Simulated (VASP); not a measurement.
Input of a VASP 6.6.1 run:

The input INCAR:

```
PREC = Accurate
ENCUT = 520
EDIFF = 1E-6
ISMEAR = 0
SIGMA = 0.05
LREAL = Auto
LASPH = T
NELM = 100
ALGO = Normal
ISIF = 2
LWAVE = F
LCHARG = T
LDIPOL = T
IDIPOL = 3
DIPOL = 0.5 0.5 0.349
LELF = T
LVHAR = T
LVACPOTAV = T
NBANDS = 45
```

The input KPOINTS:

```
Automatic mesh
0
Gamma
  4 8 1
```

File POSCAR:

```
Si3H2C4
1.0
    6.1223116280      0.0000000000      0.0000000000
    0.0000000000      3.0611558140      0.0000000000
    0.0000000000      0.0000000000     19.9960979072
C Si H
8 6 4
Direct
    0.5000000000      0.5000000000      0.2326656844
    0.0000000000      0.5000000000      0.2326656844
    0.7500000000      0.0000000000      0.3409150060
    0.2500000000      0.0000000000      0.3409150060
   -0.0124559771      0.5000000000      0.4569009855
    0.5097772837      0.5000000000      0.4372568614
    0.3909871454      0.0000000000      0.5244237357
    0.6019245859      0.0000000000      0.5529292973
    0.2500000000      0.5000000000      0.2867903452
    0.7500000000      0.5000000000      0.2867903452
    0.5028489220      0.0000000000      0.3893576508
   -0.0069633759      0.0000000000      0.3982022800
    0.7115193315      0.5000000000      0.5095326811
    0.2654096999      0.5000000000      0.4943076466
    0.5000000000      0.2236746754      0.1987605550
    0.5000000000      0.7763253246      0.1987605550
    0.0000000000      0.7759774367      0.1986431602
    0.0000000000      0.2240225633      0.1986431602
```

Potentials or basis: VASP PAW LDA potentials, release 64 (C, Si, H).

Launch:

```bash
$ cat potpaw_LDA.64/C/POTCAR potpaw_LDA.64/Si/POTCAR potpaw_LDA.64/H/POTCAR > POTCAR
$ mpirun -np 1 vasp_std > vasp.out
```

(1) Predict the largest force.

(2) Estimate the band gap on the k mesh.

## Answers

(1) 4.158 eV/Å.

(2) 0.06 eV (least direct gap 0.61 eV).
